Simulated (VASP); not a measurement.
# GaAs (I-4m2) in VASP: notebook, part 2 of 2

VASP 6.6.1. Earlier steps stand in the parts before.

## 3. Dielectric tensor, r2SCAN (epitaxial xy strain -1.0%)

INCAR

```
SYSTEM = GaAs
PREC = Accurate ; ENCUT = 520
EDIFF = 1E-8 ; ISMEAR = 0
SIGMA = 0.01 ; LREAL = .FALSE.
LASPH = .TRUE. ; NELM = 100
ALGO = Normal ; ISIF = 2
LWAVE = .FALSE. ; LCHARG = .FALSE.
METAGGA = R2SCAN ; LMIXTAU = .TRUE.
LCALCEPS = .TRUE.
```

KPOINTS

```
regular mesh
0
G
  6 6 6
  0 0 0
```

POSCAR

```
GaAs
1.0
    0.0000000000      2.8047542445      2.8573279734
    2.8047542445      0.0000000000      2.8573279734
    2.8047542445      2.8047542445      0.0000000000
Ga As
1 1
Direct
    0.0000000000      0.0000000000      0.0000000000
    0.2500000000      0.2500000000      0.2500000000
```

Potentials or basis: VASP PAW PBE potentials, release 64 (Ga_d, As).

Launch:

```bash
$ cat potpaw_PBE.64/Ga_d/POTCAR potpaw_PBE.64/As/POTCAR > POTCAR
$ mpirun -np 1 vasp_std > vasp.out
```

OUTCAR:

```text
SYSTEM = GaAs
   PREC = Accurate
   ENCUT = 520
   EDIFF = 1E-8
   ISMEAR = 0
   LREAL = .FALSE.
   LASPH = .TRUE.
   NELM = 100
   ISIF = 2
   METAGGA = R2SCAN

 ion  position               nearest neighbor table
   1  0.000  0.000  0.000-   2 2.44   2 2.44   2 2.44   2 2.44
   2  0.250  0.250  0.250-   1 2.44   1 2.44   1 2.44   1 2.44

  LATTYP: Found a body centered tetragonal cell.
 ALAT       =     3.9665214917
 C/A-ratio  =     1.4407222950

  Lattice vectors:

 A1 = (  -2.8047542445,   0.0000000000,   2.8573279734)
 A2 = (   2.8047542445,   0.0000000000,   2.8573279734)
 A3 = (   0.0000000000,   2.8047542445,  -2.8573279734)

Analysis of symmetry for initial positions (statically):
=====================================================================
 Subroutine PRICEL returns:
 Original cell was already a primitive cell.

 Routine SETGRP: Setting up the symmetry group for a
 body centered tetragonal supercell.

[... 579 lines left out ...]
  z     0.00000     0.00000     0.00000    -2.21910     0.00000     0.00000

 PIEZOELECTRIC TENSOR (including local field effects) (C/m^2)
          XX          YY          ZZ          XY          YZ          ZX
  --------------------------------------------------------------------------------
  x    -0.00000     0.00000     0.00000     0.00000    -0.82209    -0.00000
  y     0.00000    -0.00000     0.00000     0.00000     0.00000    -0.82210
  z     0.00000     0.00000     0.00000    -0.79087     0.00000     0.00000

 BORN EFFECTIVE CHARGES (including local field effects) (in |e|, cummulative output)
 ---------------------------------------------------------------------------------
 ion    1
    1     2.09100    -0.00000     0.00000
    2     0.00000     2.09100     0.00000
    3     0.00000     0.00000     2.18650
 ion    2
    1    -2.09100     0.00000     0.00000
    2    -0.00000    -2.09100     0.00000
    3     0.00000     0.00000    -2.18650

  FORCE on cell =-STRESS in cart. coord.  units (eV):
  Direction    XX          YY          ZZ          XY          YZ          ZX
  --------------------------------------------------------------------------------------
  -------------------------------------------------------------------------------------
  Total        0.4007399      0.4007399      0.0347344      0.0000000     -0.0000000      0.0000000
  in kB       14.2821454     14.2821454      1.2379149      0.0000000     -0.0000000      0.0000000
  external PRESSURE =       9.9340685 kB  Pullay stress =       0.0000000 kB

 VOLUME and BASIS-vectors are now :
 -----------------------------------------------------------------------------
  energy-cutoff  :      520.00
  volume of cell :       44.96
      direct lattice vectors                 reciprocal lattice vectors
     0.000000000  2.804754245  2.857327973    -0.178268738  0.178268738  0.174988662
     2.804754245  0.000000000  2.857327973     0.178268738 -0.178268738  0.174988662
     2.804754245  2.804754245  0.000000000     0.178268738  0.178268738 -0.174988662

 POSITION                                       TOTAL-FORCE (eV/Angst)
 -----------------------------------------------------------------------------------
      0.00000      0.00000      0.00000        -0.000000     -0.000000      0.000000
      1.40238      1.40238      1.42866         0.000000      0.000000      0.000000
 -----------------------------------------------------------------------------------
    total drift:                                0.000007      0.000007     -0.000010

  FREE ENERGIE OF THE ION-ELECTRON SYSTEM (eV)
  ---------------------------------------------------
  free  energy   TOTEN  =       -27.0325422021 eV

  energy  without entropy=      -27.0325422021  energy(sigma->0) =      -27.03254220
```

OSZICAR:

```text
N       E                     dE             d eps       ncg     rms          rms(c)
DAV:   1     0.620422772456E+02    0.62042E+02   -0.97790E+03   796   0.203E+03
DAV:   2    -0.225287527338E+02   -0.84571E+02   -0.81889E+02   870   0.342E+02
[... 13 lines left out ...]
DMP:  25    -0.270325421297E+02   -0.23821E-07   -0.20928E-07   884   0.227E-07   0.571E-07
DMP:  26    -0.270325421496E+02   -0.19932E-07   -0.17564E-07   884   0.190E-07   0.479E-07
DMP:  27    -0.270325421664E+02   -0.16768E-07   -0.14743E-07   884   0.160E-07   0.402E-07
DMP:  28    -0.270325421804E+02   -0.13989E-07   -0.12378E-07   884   0.134E-07   0.338E-07
DMP:  29    -0.270325421922E+02   -0.11833E-07   -0.10392E-07   884   0.113E-07   0.284E-07
DMP:  30    -0.270325422021E+02   -0.98744E-08   -0.87262E-08   884   0.945E-08   0.238E-07
   1 F= -.27032542E+02 E0= -.27032542E+02  d E =-.613111E-15
```

It took 62 min on 1 thread of Intel Xeon Platinum 8488C (Sapphire Rapids), shared host; peak memory 0.42 GiB.

Results:

| Quantity | Value |
| --- | --- |
| Band gap on the k mesh | 0.99 eV |
| Electronic dielectric tensor (diagonal) | 10.83, 10.83, 10.96 |
| Born charges (mean of the diagonal) | Ga +2.12; As -2.12 e |

Levels at points of the mesh, in eV from the valence-band top:
```tsv
k point	band 6	band 7	band 8	band 9	band 10	band 11	band 12	band 13
(0.00, 0.00, 0.00)	-13.28	-0.12	0.00	0.00	0.99	3.98	3.98	4.04
(0.50, 0.00, 0.00)	-11.42	-6.88	-1.31	-1.15	1.33	4.89	5.01	8.26
(0.50, 0.50, 0.00)	-10.68	-7.14	-2.75	-2.75	1.79	2.03	10.86	10.86
(0.50, 0.00, 0.50)	-10.61	-7.02	-2.88	-2.87	1.66	1.84	10.79	10.90
```

Electronic dielectric tensor:
```
10.83  0.00  0.00
 0.00 10.83  0.00
 0.00  0.00 10.96
```

Born effective charge tensors (e):
atom 1, Ga
```
2.09 0.00 0.00
0.00 2.09 0.00
0.00 0.00 2.19
```
atom 2, As
```
-2.09  0.00  0.00
 0.00 -2.09  0.00
 0.00  0.00 -2.19
```

Dipole moments of the cell (e·Å, modulo the quantum): ionic 7.012, 7.012, 7.143; electronic 0.020, 0.020, 0.045

Caveat: the cell differs from its parent crystal (epitaxial xy strain -1.0%); the PAW data sets were made with another functional, which shifts forces and pressure a little.

## 4. Dielectric tensor, r2SCAN (epitaxial xy strain +1.0%)

INCAR

```
PREC     = Accurate       # precision mode
ENCUT    = 520            # plane-wave cutoff, eV
EDIFF    = 1E-8           # SCF threshold, eV
ISMEAR   = 0              # smearing method
SIGMA    = 0.01           # smearing width, eV
LREAL    = False          # projectors in reciprocal space
LASPH    = True           # aspherical terms in the spheres
NELM     = 60             # most SCF steps
ALGO     = Normal         # electronic algorithm
ISIF     = 2              # what is computed and relaxed
LWAVE    = False          # write WAVECAR
LCHARG   = False          # write CHGCAR
METAGGA  = R2SCAN         # meta-GGA
LMIXTAU  = True         
LCALCEPS = True
```

KPOINTS

```
regular mesh
0
Gamma
  6 6 6
```

POSCAR

```
GaAs
1.0
    0.0000000000      2.8614159464      2.8090795023
    2.8614159464      0.0000000000      2.8090795023
    2.8614159464      2.8614159464      0.0000000000
Ga As
1 1
Direct
    0.0000000000      0.0000000000      0.0000000000
    0.2500000000      0.2500000000      0.2500000000
```

Potentials or basis: VASP PAW PBE potentials, release 64 (Ga_d, As).

Launch:

```bash
$ cat potpaw_PBE.64/Ga_d/POTCAR potpaw_PBE.64/As/POTCAR > POTCAR
$ mpirun -np 1 vasp_std > vasp.out
```

OUTCAR:

```text
PREC = Accurate
   ENCUT = 520
   EDIFF = 1E-8
   ISMEAR = 0
   LREAL = False
   LASPH = True
   NELM = 60
   ISIF = 2
   METAGGA = R2SCAN

 ion  position               nearest neighbor table
   1  0.000  0.000  0.000-   2 2.46   2 2.46   2 2.46   2 2.46
   2  0.250  0.250  0.250-   1 2.46   1 2.46   1 2.46   1 2.46

  LATTYP: Found a body centered tetragonal cell.
 ALAT       =     4.0466532390
 C/A-ratio  =     1.3883470297

  Lattice vectors:

 A1 = (   0.0000000000,  -2.8614159464,  -2.8090795023)
 A2 = (   0.0000000000,   2.8614159464,  -2.8090795023)
 A3 = (   2.8614159464,   0.0000000000,   2.8090795023)

Analysis of symmetry for initial positions (statically):
=====================================================================
 Subroutine PRICEL returns:
 Original cell was already a primitive cell.

 Routine SETGRP: Setting up the symmetry group for a
 body centered tetragonal supercell.

 Subroutine GETGRP returns: Found  8 space group operations
 (whereof  8 operations were pure point group operations)
 out of a pool of 16 trial point group operations.

The static configuration has the point symmetry D_2d.

Analysis of symmetry for dynamics (positions and initial velocities):
=====================================================================
 Subroutine PRICEL returns:
 Original cell was already a primitive cell.

 Routine SETGRP: Setting up the symmetry group for a
 body centered tetragonal supercell.

 Subroutine GETGRP returns: Found  8 space group operations
 (whereof  8 operations were pure point group operations)
 out of a pool of 16 trial point group operations.

The dynamic configuration has the point symmetry D_2d.

 Subroutine INISYM returns: Found  8 space group operations
 (whereof  8 operations are pure point group operations),
 and found     1 'primitive' translations

----------------------------------------------------------------------------------------

                                     Primitive cell

  volume of cell :      45.9998

  direct lattice vectors                    reciprocal lattice vectors
     0.000000000  2.861415946  2.809079502    -0.174738664  0.174738664  0.177994250
     2.861415946  0.000000000  2.809079502     0.174738664 -0.174738664  0.177994250
     2.861415946  2.861415946  0.000000000     0.174738664  0.174738664 -0.177994250

  length of vectors
     4.009816563  4.009816563  4.046653239     0.304547459  0.304547459  0.304547459

  position of ions in fractional coordinates (direct lattice)
     0.000000000  0.000000000  0.000000000
     0.250000000  0.250000000  0.250000000

  ion indices of the primitive-cell ions
   primitive index   ion index
                 1           1
                 2           2

----------------------------------------------------------------------------------------

 KPOINTS: regular mesh

Automatic generation of k-mesh.
 Grid dimensions read from file:
[... 83 lines left out ...]
   IMIX   =      4    mixing-type and parameters
     AMIX     =   0.40;   BMIX     =  1.00
     AMIX_MAG =   1.60;   BMIX_MAG =  1.00
  volume/ion in A,a.u.               =      23.00       155.21
  Fermi-wavevector in a.u.,A,eV,Ry     =   1.197421  2.262798 19.508277  1.433818
  Thomas-Fermi vector in A             =   2.333337
   LORBIT       =      0    0 simple, 1 ext, 2 COOP (PROOUT), +10 PAW based schemes
   METAGGA = R2SCAN    functional components
   LHFCALC =     F    Hartree Fock is set to
   AEXX    =    0.0000 exact exchange contribution
   IVDW    =     0    specifies the selected vdW correction
   LEPSILON=     F    determine dielectric tensor
   LRPA    =     F    only Hartree local field effects (RPA)
   LRPA       =     F
 non-spin polarized calculation
 Gauss-broadening in eV      SIGMA  =   0.01
  energy-cutoff  :      520.00
  volume of cell :       46.00
 maximum number of plane-waves:      1254
 NGX is ok and might be reduce to    30
   NGX = 15   NGY = 15   NGZ = 15

 number of electron      17.9999988 magnetization

 Free energy of the ion-electron system (eV)
  ---------------------------------------------------
  ext. energy  EPLUGINS =         0.00000000
  ---------------------------------------------------
  free energy    TOTEN  =       -27.03339278 eV

  energy without entropy =      -27.03339278  energy(sigma->0) =      -27.03339278

 E-fermi :   3.6830     XC(G=0): -10.1667

 val. band max:        3.5888070645   @ k =   0.0000   0.0000   0.0000
 cond. band min:   10000.0000000000   @ k =   0.0000   0.0000   0.0000
 fundamental gap:   9996.4111929355
 Fermi energy:         3.6829765881

 k-point     1 :       0.0000    0.0000    0.0000
  band No.  band energies     occupation
      1     -11.7002      2.00000
      2     -11.6987      2.00000
      3     -11.6949      2.00000
      4     -11.6150      2.00000
      5     -11.6114      2.00000
      6      -9.5599      2.00000
      7       3.4818      2.00000
      8       3.4819      2.00000
      9       3.5888      2.00000
     10   10000.0000      0.00000
     11   10000.0000      0.00000
     12   10000.0000      0.00000
     13   10000.0000      0.00000
[... 354 lines left out ...]
  band No.  band energies     occupation
      1     -11.8012      2.00000
      2     -11.6582      2.00000
      3     -11.6543      2.00000
      4     -11.6293      2.00000
      5     -11.6047      2.00000
      6      -7.2854      2.00000
      7      -3.0023      2.00000
      8       0.2439      2.00000
      9       1.1517      2.00000
     10   10000.0000      0.00000
     11   10000.0000      0.00000
     12   10000.0000      0.00000
     13   10000.0000      0.00000

 [... further k-points ...]

------------------------ aborting loop because EDIFF is reached ----------------------------------------

            Ionic dipole moment: p[ion]=(     7.15354     7.15354     7.02270 ) |e| Angst

 Total electronic dipole moment: p[elc]=(     0.02194     0.02194     0.04735 ) |e| Angst

 MACROSCOPIC STATIC DIELECTRIC TENSOR (including local field effects)
 ------------------------------------------------------
          11.271981     0.000000     0.000000
           0.000000    11.271981     0.000000
           0.000000     0.000000    11.182207
 ------------------------------------------------------

 PIEZOELECTRIC TENSOR (including local field effects) (e Angst)
          XX          YY          ZZ          XY          YZ          ZX
  --------------------------------------------------------------------------------
  x     0.00000     0.00000     0.00000     0.00000    -2.35897    -0.00000
  y     0.00000     0.00000     0.00000     0.00000     0.00000    -2.35897
  z     0.00000     0.00000     0.00000    -2.47321     0.00000     0.00000

 PIEZOELECTRIC TENSOR (including local field effects) (C/m^2)
          XX          YY          ZZ          XY          YZ          ZX
  --------------------------------------------------------------------------------
  x     0.00000     0.00000     0.00000     0.00000    -0.82163    -0.00000
  y     0.00000     0.00000     0.00000     0.00000     0.00000    -0.82163
  z     0.00000     0.00000     0.00000    -0.86142     0.00000     0.00000

 BORN EFFECTIVE CHARGES (including local field effects) (in |e|, cummulative output)
 ---------------------------------------------------------------------------------
 ion    1
    1     2.19893     0.00000     0.00000
    2    -0.00000     2.19893     0.00000
    3     0.00000     0.00000     2.10010
 ion    2
    1    -2.19893     0.00000     0.00000
    2     0.00000    -2.19893     0.00000
    3     0.00000     0.00000    -2.10010

  FORCE on cell =-STRESS in cart. coord.  units (eV):
  Direction    XX          YY          ZZ          XY          YZ          ZX
  --------------------------------------------------------------------------------------
  -------------------------------------------------------------------------------------
  Total       -0.3150769     -0.3150769      0.0278525      0.0000000      0.0000000      0.0000000
  in kB      -10.9741544    -10.9741544      0.9701053      0.0000000      0.0000000      0.0000000
  external PRESSURE =      -6.9927345 kB  Pullay stress =       0.0000000 kB

 VOLUME and BASIS-vectors are now :
 -----------------------------------------------------------------------------
  energy-cutoff  :      520.00
  volume of cell :       46.00
      direct lattice vectors                 reciprocal lattice vectors
     0.000000000  2.861415946  2.809079502    -0.174738664  0.174738664  0.177994250
     2.861415946  0.000000000  2.809079502     0.174738664 -0.174738664  0.177994250
     2.861415946  2.861415946  0.000000000     0.174738664  0.174738664 -0.177994250

 POSITION                                       TOTAL-FORCE (eV/Angst)
 -----------------------------------------------------------------------------------
      0.00000      0.00000      0.00000        -0.000000      0.000000     -0.000000
      1.43071      1.43071      1.40454         0.000000     -0.000000      0.000000
 -----------------------------------------------------------------------------------
    total drift:                               -0.000005     -0.000005      0.000010

  FREE ENERGIE OF THE ION-ELECTRON SYSTEM (eV)
  ---------------------------------------------------
  free  energy   TOTEN  =       -27.0333927751 eV

  energy  without entropy=      -27.0333927751  energy(sigma->0) =      -27.03339278
```

Run time: 70 min. Hardware: 1 thread of Intel Xeon Platinum 8488C (Sapphire Rapids), shared host; peak memory 0.41 GiB.

Results:

| Property | Result |
| --- | --- |
| Band gap on the k mesh | 0.78 eV |
| Electronic dielectric tensor (diagonal) | 11.27, 11.27, 11.18 |
| Born charges (mean of the diagonal) | Ga +2.17; As -2.17 e |

Levels at points of the mesh, in eV from the valence-band top:
```
           k point  band 5  band 6  band 7  band 8  band 9  band 10  band 11  band 12  band 13
(0.00, 0.00, 0.00)  -15.20  -13.15   -0.11   -0.11    0.00     0.78     3.93     3.98     3.98
(0.50, 0.00, 0.00)  -15.20  -11.35   -6.79   -1.30   -1.15     1.23     4.84     4.98     8.19
(0.50, 0.50, 0.00)  -15.19  -10.55   -6.91   -2.86   -2.86     1.64     1.76    10.64    10.64
(0.50, 0.00, 0.50)  -15.19  -10.62   -7.02   -2.75   -2.73     1.76     1.94    10.57    10.67
```

Electronic dielectric tensor:
```
11.27  0.00  0.00
 0.00 11.27  0.00
 0.00  0.00 11.18
```

Born effective charge tensors (e):
atom 1, Ga
```
2.20 0.00 0.00
0.00 2.20 0.00
0.00 0.00 2.10
```
atom 2, As
```
-2.20  0.00  0.00
 0.00 -2.20  0.00
 0.00  0.00 -2.10
```

Dipole moments of the cell (e·Å, modulo the quantum): ionic 7.154, 7.154, 7.023; electronic 0.022, 0.022, 0.047

Caveat: the cell differs from its parent crystal (epitaxial xy strain +1.0%); semilocal functionals underestimate gaps, and a narrow one can read as zero; the PAW data sets were made with another functional, which shifts forces and pressure a little. A k mesh can miss the band edges.

## 5. Summary

| cell | gap on the mesh (eV) |
| --- | --- |
| a = 4.001, b = 4.001, c = 3.926 Å, angles 60.6, 60.6, 58.8°, 2 atoms | 1.04 |
| a = 4.004, b = 4.004, c = 3.967 Å, angles 60.3, 60.3, 59.4°, 2 atoms | 0.99 |
| a = 4.010, b = 4.010, c = 4.047 Å, angles 59.7, 59.7, 60.6°, 2 atoms | 0.78 |

Alike in all rows: task dielectric tensor; level r2SCAN; potentials or basis VASP PAW PBE potentials, release 64 (Ga_d, As); no spin polarisation; k mesh 6 × 6 × 6; cutoff (eV) 520; smearing gaussian 0.01 eV.

Caveats: the PAW data sets were made with another functional, which shifts forces and pressure a little; semilocal functionals underestimate gaps, and a narrow one can read as zero (at least some runs).

Total energies depend on the potentials used, so only differences within one code and one set of settings carry meaning.

The gap in the log of VASP goes by the Fermi energy; the results here count the filled bands.